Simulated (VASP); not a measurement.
# Ru (P-1) in VASP: single point with PBE

Aim: the single point of Ru with PBE.

Program: VASP 6.6.1. These are calculated values, not measurements. Logs are shortened: lines on timing, memory, paths and dates and some standing lists are left out, and cuts for length are marked.

### Step 1. The cell of the first run

The typed cell holds 6 atoms: a = 5.098 Å, b = 8.060 Å, c = 2.761 Å, α = 59.40°, β = 123.02°, γ = 108.43°.

### Step 2. Single point, PBE

INCAR reads:

```
ALGO = Fast
EDIFF = 1E-6
ENCUT = 520
GGA = PE
ISIF = 2
ISMEAR = 0
LASPH = True
LCHARG = True
LELF = True
LREAL = False
LVHAR = True
LWAVE = False
NBANDS = 51
NELM = 60
PREC = Accurate
SIGMA = 0.1
```

KPOINTS reads:

```
k-points
0
Gamma
  7 5 16
```

POSCAR reads:

```
Ru
1.0
    5.0976115221      0.0000000000      0.0000000000
   -2.5488057611      7.6464172832      0.0000000000
   -1.5046738811      0.9798920839      2.0974167755
Ru
6
Direct
    0.2500000000      0.4444444444      0.5833333333
    0.2500000000      0.1111111111      0.5833333333
    0.2500000000      0.7777777778      0.5833333333
    0.7500000000      0.5555555556      0.4166666667
    0.7500000000      0.2222222222      0.4166666667
    0.7500000000      0.8888888889      0.4166666667
```

Potentials or basis: VASP PAW PBE potentials, release 64 (Ru_pv).

On the command line:

```sh
$ cat potpaw_PBE.64/Ru_pv/POTCAR > POTCAR
$ mpirun -np 1 vasp_std > vasp.out
```

OUTCAR:

```text
EDIFF = 1E-6
   ENCUT = 520
   GGA = PE
   ISIF = 2
   ISMEAR = 0
   LASPH = True
   LREAL = False
   NELM = 60
   PREC = Accurate

 ion  position               nearest neighbor table
   1  0.250  0.444  0.583-   5 2.57   4 2.62   4 2.63   2 2.69   3 2.69   4 2.69   4 2.69   2 2.70
                             3 2.70   5 2.70
   2  0.250  0.111  0.583-   6 2.57   5 2.62   5 2.63   1 2.69   3 2.69   5 2.69   5 2.69   1 2.70
                             3 2.70   6 2.70
   3  0.250  0.778  0.583-   4 2.57   6 2.62   6 2.63   2 2.69   1 2.69   6 2.69   6 2.69   2 2.70
                             1 2.70   4 2.70
   4  0.750  0.556  0.417-   3 2.57   1 2.62   1 2.63   6 2.69   5 2.69   1 2.69   1 2.69   6 2.70
                             5 2.70   3 2.70
   5  0.750  0.222  0.417-   1 2.57   2 2.62   2 2.63   6 2.69   4 2.69   2 2.69   2 2.69   6 2.70
                             4 2.70   1 2.70
   6  0.750  0.889  0.417-   2 2.57   3 2.62   3 2.63   4 2.69   5 2.69   3 2.69   3 2.69   4 2.70
                             5 2.70   2 2.70
[... 11 lines left out ...]
 A1 = (   1.0441318800,  -6.6665251993,   2.0974167755)
 A2 = (   1.5046738811,  -0.9798920839,  -2.0974167755)
 A3 = (   3.5929376410,   0.9798920839,   2.0974167755)

Analysis of symmetry for initial positions (statically):
=====================================================================
 Subroutine PRICEL returns following result:

  LATTYP: Found a triclinic cell.
 ALAT       =     2.6999567644
 B/A-ratio  =     2.3942328451
 C/A-ratio  =     1.0226269509
 COS(alpha) =     0.0013826796
 COS(beta)  =     0.5161112666
 COS(gamma) =     0.6440138699

  Lattice vectors:

 A1 = (  -0.6550719608,  -1.5689136769,   2.0974167755)
 A2 = (   3.7874676005,  -3.1378273538,   4.1948335510)
 A3 = (  -1.5046738811,   0.9798920839,   2.0974167755)

   3 primitive cells build up your supercell.

 Routine SETGRP: Setting up the symmetry group for a
 triclinic supercell.

 Subroutine GETGRP returns: Found  2 space group operations
 (whereof  2 operations were pure point group operations)
 out of a pool of  2 trial point group operations.

The static configuration has the point symmetry S_2 .

Analysis of symmetry for dynamics (positions and initial velocities):
=====================================================================
 Subroutine PRICEL returns following result:

  LATTYP: Found a triclinic cell.
 ALAT       =     2.6999567644
 B/A-ratio  =     2.3942328451
 C/A-ratio  =     1.0226269509
 COS(alpha) =     0.0013826796
[... 110 lines left out ...]
   ISTART =      0    job   : 0-new  1-cont  2-samecut
   ICHARG =      2    charge: 1-file 2-atom 10-const
   ISPIN  =      1    spin polarized calculation?
   LNONCOLLINEAR =      F non collinear calculations
   LSORBIT =      F    spin-orbit coupling
   LASPH  =      T    aspherical Exc in radial PAW
   ENCUT  =  520.0 eV  38.22 Ry    6.18 a.u.   9.48 14.99  5.13*2*pi/ulx,y,z
   NELM   =     60;   NELMIN=  2; NELMDL= -5     # of ELM steps
   EDIFF  = 0.1E-05   stopping-criterion for ELM
   LREAL  =      F    real-space projection
[... 7 lines left out ...]
   TEBEG  =    0.0;   TEEND  =   0.0 temperature during run
   PSTRESS=    0.0 pullay stress
   NELECT =      84.0000    total number of electrons
   NUPDOWN=      -1.0000    fix difference up-down
   EMIN   =  10.00;   EMAX   =-10.00  energy-range for DOS
   EFERMI =   0.00;   METHOD = LEGACY
   ISMEAR =     0;   SIGMA  =   0.10  broadening in eV -4-tet -1-fermi 0-gaus
   EFERMI_NEDOS =   21; number of points for ismear=-14 and -15
   IALGO  =     68    algorithm
   IMIX   =      4    mixing-type and parameters
     AMIX     =   0.40;   BMIX     =  1.00
     AMIX_MAG =   1.60;   BMIX_MAG =  1.00
  volume/ion in A,a.u.               =      13.63        91.95
  Fermi-wavevector in a.u.,A,eV,Ry     =   1.651955  3.121742 37.129673  2.728954
  Thomas-Fermi vector in A             =   2.740646
   LORBIT       =      0    0 simple, 1 ext, 2 COOP (PROOUT), +10 PAW based schemes
   GGA     = PE    functional components
   LHFCALC =     F    Hartree Fock is set to
   AEXX    =    0.0000 exact exchange contribution
   IVDW    =     0    specifies the selected vdW correction
   LEPSILON=     F    determine dielectric tensor
   LRPA    =     F    only Hartree local field effects (RPA)
 non-spin polarized calculation
 RMM-DIIS sequential band-by-band and
 Gauss-broadening in eV      SIGMA  =   0.10
  energy-cutoff  :      520.00
  volume of cell :       81.75
 maximum number of plane-waves:      2234
 NGX is ok and might be reduce to    40
   NGX = 19   NGY = 29   NGZ = 11

 number of electron      83.9999993 magnetization

 Free energy of the ion-electron system (eV)
  ---------------------------------------------------
  ext. energy  EPLUGINS =         0.00000000
  ---------------------------------------------------
  free energy    TOTEN  =       -55.21447279 eV

  energy without entropy =      -55.19320531  energy(sigma->0) =      -55.20383905

 E-fermi :  12.7786     XC(G=0): -14.0951

 val. band max:       12.7751698747   @ k =   0.0000  -0.4000   0.2500
 cond. band min:      12.7788410439   @ k =   0.2857  -0.2000   0.1250
 fundamental gap:      0.0036711692
 Fermi energy:        12.7785704365

 k-point     1 :       0.0000    0.0000    0.0000
  band No.  band energies     occupation
      1     -30.8767      2.00000
      2     -30.5548      2.00000
      3     -30.5548      2.00000
      4     -30.4874      2.00000
      5     -30.4874      2.00000
      6     -30.3152      2.00000
[... 1285 lines left out ...]
     50      14.1859      0.00000
     51      14.5036      0.00000

 [... further k-points ...]
[... 5 lines left out ...]
  --------------------------------------------------------------------------------------
  -------------------------------------------------------------------------------------
  Total        0.8919432      7.1311472     -1.7483562      4.6403604     -0.0136829      0.1534172
  in kB       17.4798745    139.7527991    -34.2634455     90.9395558     -0.2681504      3.0065967
  external PRESSURE =      40.9897427 kB  Pullay stress =       0.0000000 kB

 VOLUME and BASIS-vectors are now :
 -----------------------------------------------------------------------------
  energy-cutoff  :      520.00
  volume of cell :       81.75
      direct lattice vectors                 reciprocal lattice vectors
     5.097611522  0.000000000  0.000000000     0.196170304  0.065390101  0.110181768
    -2.548805761  7.646417283  0.000000000     0.000000000  0.130780202 -0.061099199
    -1.504673881  0.979892084  2.097416776     0.000000000  0.000000000  0.476776963

 POSITION                                       TOTAL-FORCE (eV/Angst)
 -----------------------------------------------------------------------------------
     -0.73613      3.97001      1.22349         0.066932      0.156476     -0.075481
      0.11348      1.42121      1.22349         0.066932      0.156476     -0.075481
     -1.58573      6.51882      1.22349         0.066932      0.156476     -0.075481
      1.78026      4.65630      0.87392        -0.066932     -0.156476      0.075481
      2.62986      2.10749      0.87392        -0.066932     -0.156476      0.075481
      0.93066      7.20510      0.87392        -0.066932     -0.156476      0.075481
 -----------------------------------------------------------------------------------
    total drift:                                0.000000     -0.000000     -0.000000

  FREE ENERGIE OF THE ION-ELECTRON SYSTEM (eV)
  ---------------------------------------------------
  free  energy   TOTEN  =       -55.2144727882 eV

  energy  without entropy=      -55.1932053124  energy(sigma->0) =      -55.20383905
```

OSZICAR:

```text
N       E                     dE             d eps       ncg     rms          rms(c)
DAV:   1     0.108225190132E+04    0.10823E+04   -0.51015E+04 28870   0.184E+03
DAV:   2    -0.171448360748E+02   -0.10994E+04   -0.10711E+04 29890   0.578E+02
DAV:   3    -0.582042678463E+02   -0.41059E+02   -0.38846E+02 33427   0.111E+02
DAV:   4    -0.591923702824E+02   -0.98810E+00   -0.97614E+00 32084   0.144E+01
DAV:   5    -0.592153596779E+02   -0.22989E-01   -0.22948E-01 34971   0.210E+00    0.306E+01
RMM:   6    -0.554133021229E+02    0.38021E+01   -0.10469E+01 28718   0.187E+01    0.847E+00
RMM:   7    -0.552147901997E+02    0.19851E+00   -0.28939E+00 29275   0.716E+00    0.155E+00
RMM:   8    -0.552182988046E+02   -0.35086E-02   -0.28727E-01 30766   0.229E+00    0.124E+00
RMM:   9    -0.552146644723E+02    0.36343E-02   -0.67501E-02 31598   0.936E-01    0.234E-01
RMM:  10    -0.552143586428E+02    0.30583E-03   -0.72832E-03 31797   0.431E-01    0.582E-02
RMM:  11    -0.552144379206E+02   -0.79278E-04   -0.17377E-03 33802   0.156E-01    0.300E-02
RMM:  12    -0.552144616788E+02   -0.23758E-04   -0.31916E-04 38369   0.639E-02    0.755E-03
RMM:  13    -0.552144695136E+02   -0.78348E-05   -0.65634E-05 38038   0.233E-02    0.510E-03
RMM:  14    -0.552144684103E+02    0.11033E-05   -0.10384E-05 24814   0.105E-02    0.370E-03
RMM:  15    -0.552144725643E+02   -0.41540E-05   -0.37645E-06 18591   0.515E-03    0.215E-03
RMM:  16    -0.552144727882E+02   -0.22382E-06   -0.11390E-06 17243   0.373E-03
   1 F= -.55214473E+02 E0= -.55203839E+02  d E =-.212675E-01
```

stdout:

```text
POSCAR found type information on POSCAR Ru
 POSCAR found :  1 types and       6 ions
 scaLAPACK will be used
 LDA part: xc-table for (Slater+PW92), standard interpolation
 POSCAR, INCAR and KPOINTS ok, starting setup
 FFT: planning ... GRIDC
 FFT: planning ... GRID_SOFT
 FFT: planning ... GRID
 WAVECAR not read
 entering main loop
```

Wall time 33 min (1 thread of Oxide Virtual Turin-like, shared host); peak memory 0.78 GiB.

Results:

- Free energy: -55.2145 eV
- Pressure: 4.1 GPa
- Largest force: 0.186 eV/Å
- Band gap on the k mesh: zero (bands 42 and 43 overlap by 2.36 eV)

Forces in eV/Å, atoms in the order of the input:
```
Ru   0.067  0.156 -0.075
Ru   0.067  0.156 -0.075
Ru   0.067  0.156 -0.075
Ru  -0.067 -0.156  0.075
Ru  -0.067 -0.156  0.075
Ru  -0.067 -0.156  0.075
```

Caveat: the stress differs along the axes, from -3 to 14 GPa.
